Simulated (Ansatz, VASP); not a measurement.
One calculation of CuPd, two programs

```
Cu Pd
1.0
     3.01788    0.00000    0.00000
     0.00000    3.01788    0.00000
     0.00000    0.00000    2.98800
Cu Pd
1 1
Direct
  0.00000 0.00000 0.00000
  0.50000 0.50000 0.50000
```

Change from the starting cell: equal xx and yy strain of +1 %.

Alike in both runs: task single point; functional PBEsol; k mesh 14 × 14 × 14; occupations fermi-dirac, width 0.05 eV; no spin polarisation.

```csv
,VASP,Ansatz
version,VASP 6.6.1,Ansatz 0.2.0
potentials or method,"VASP PAW PBE potentials, release 64 (Cu, Pd), cutoff 520 eV","all-electron LAPW, scalar-relativistic"
```

VASP gave:

- pressure (GPa): -7.4
- traceless stress, the component that is largest in VASP (GPa): 0.20

Q: What did Ansatz give for the same quantities?

A: Pressure (GPa): -7.6; traceless stress, the component that is largest in VASP (GPa): 0.20.

VASP's potentials were made for PBE, not for PBEsol. Ansatz ran all-electron here, and VASP with PAW potentials.
